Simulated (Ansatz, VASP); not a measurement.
**One calculation of Sb2W, two programs**

```
W Sb
1.0
     0.00000    3.31158    3.31158
     3.31158    0.00000    3.31158
     3.31158    3.31158    0.00000
W Sb
1 2
Direct
  0.00000 0.00000 0.00000
  0.25000 0.25000 0.25000
  0.75000 0.75000 0.75000
```

Alike in both runs: functional PBE; k mesh 10 × 10 × 10; occupations fermi-dirac, width 0.08 eV; no spin polarisation.

Ansatz relaxed the structure, and its values are those at the end. VASP's run is a single point on that final structure, the one shown.

|  | VASP | Ansatz |
| --- | --- | --- |
| version | VASP 6.6.1 | Ansatz 0.2.0 |
| potentials or method | VASP PAW PBE potentials, release 64 (W_sv, Sb) | PAW with Ansatz's default frozen-core files, scalar-relativistic |
| plane-wave cutoff (eV) | 520 | 420 |
| valence electrons in the cell | 24 | 44 |

Ansatz gave:

* pressure (GPa): 0.0

**Question.** What did VASP give for the same quantities?

**Answer.** Pressure (GPa): -0.1.

VASP's potentials hold 24 valence electrons a cell and Ansatz's 44, so a difference there can come from the potentials and not from the codes.

Spin-orbit coupling is off throughout.
